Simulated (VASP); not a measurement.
Write the native input for VASP 6.6.1 that does the following.

```yaml
Task: single point
Functional: r2SCAN
Potentials_or_basis: VASP PAW PBE potentials, release 64 (N_h)
Cutoff: 1080 eV
k_mesh: 1 × 1 × 1
Occupations: fermi-dirac, width 0.05 eV
Spin: no spin polarisation
Dipole_correction: no
Further_INCAR_settings: LREAL = Auto; ALGO = Normal; EDIFF = 1e-06; NBANDS = 66
```

System: N.

```
N
1.0
     7.50240    0.00000    0.00000
     0.00000    7.50240    0.00000
     0.00000    0.00000    7.50240
N
20
Direct
  0.19870 0.83275 0.40806
  0.18134 0.87507 0.27107
  0.33601 0.87685 0.86702
  0.47374 0.92498 0.87643
  0.91576 0.91451 0.61283
  0.98122 0.92652 0.74067
  0.94312 0.57226 0.91383
  0.95989 0.57534 0.05642
  0.91268 0.50015 0.47771
  0.92985 0.35603 0.47409
  0.45353 0.49853 0.97399
  0.51160 0.44980 0.84986
  0.13412 0.20659 0.14333
  0.22061 0.23643 0.03196
  0.80803 0.13057 0.00235
  0.70776 0.19307 0.08940
  0.62612 0.87245 0.30445
  0.66216 0.74743 0.23778
  0.36256 0.45600 0.42988
  0.46864 0.35935 0.41291
```

One way to write it, as run:

POSCAR

```
N
1.0
    7.5024030000      0.0000000000      0.0000000000
    0.0000000000      7.5024030000      0.0000000000
    0.0000000000      0.0000000000      7.5024030000
N
20
Direct
    0.1986963377      0.8327465213      0.4080559255
    0.1813418981      0.8750662954      0.2710731482
    0.3360123416      0.8768523898      0.8670155416
    0.4737415465      0.9249836352      0.8764258598
    0.9157599239      0.9145069920      0.6128303158
    0.9812189508      0.9265164775      0.7406693562
    0.9431244896      0.5722566490      0.9138272098
    0.9598924505      0.5753356625      1.0564215225
    0.9126809104      0.5001464198      0.4777136072
    0.9298487431      0.3560325938      0.4740881022
    0.4535346875      0.4985336032      0.9739945988
    0.5115960846      0.4498025499      0.8498610379
    0.1341170289      0.2065871428      0.1433274112
    0.2206093168      0.2364309142      0.0319630924
    0.8080344391      0.1305714982      0.0023459150
    0.7077599004      0.1930714732      0.0893980235
    0.6261193913      0.8724537991      0.3044491212
    0.6621611769      0.7474271910      0.2377771495
    0.3625638345      0.4560005641      0.4298756012
    0.4686365155      0.3593515304      0.4129077044
```

INCAR.step1

```
PREC = Accurate
ENCUT = 1080
ISMEAR = -1
SIGMA = 0.05
LREAL = Auto
LASPH = True
NELM = 120
NBANDS = 66
GGA = PE
ALGO = Normal
EDIFF = 1E-5
LWAVE = True
LCHARG = False
GGA_COMPAT = False
```

INCAR.step2

```
PREC = Accurate
ENCUT = 1080
EDIFF = 1E-6
ISMEAR = -1
SIGMA = 0.05
LREAL = Auto
LASPH = True
NELM = 120
ALGO = Normal
ISIF = 2
LWAVE = False
LCHARG = False
METAGGA = R2SCAN
LMIXTAU = True
NBANDS = 66
ISTART = 1
GGA_COMPAT = False
```

KPOINTS

```
Automatic mesh
0
Gamma
  1 1 1
```

Potentials or basis: VASP PAW PBE potentials, release 64 (N_h).

Run with:

```bash
$ cat potpaw_PBE.64/N_h/POTCAR > POTCAR
$ cp INCAR.step1 INCAR
$ mpirun -np 1 vasp_gam > vasp.out
$ cp INCAR.step2 INCAR
$ mpirun -np 1 vasp_gam > vasp.out
```

It gave:

| Quantity | Value |
| --- | --- |
| Pressure | 2.4 GPa |
| Largest force | 2.526 eV/Å |

Caveat: the k points lie up to 0.84 Å⁻¹ apart, too coarse for converged energies, forces and pressures; the atoms stand as in a frame of molecular dynamics; the PAW data sets were made with another functional, which shifts forces and pressure a little.

It took 9.2 min on 1 thread of Intel(R) Xeon(R) Platinum 8488C (Sapphire Rapids), on a shared host, peak memory 1.1 GiB.
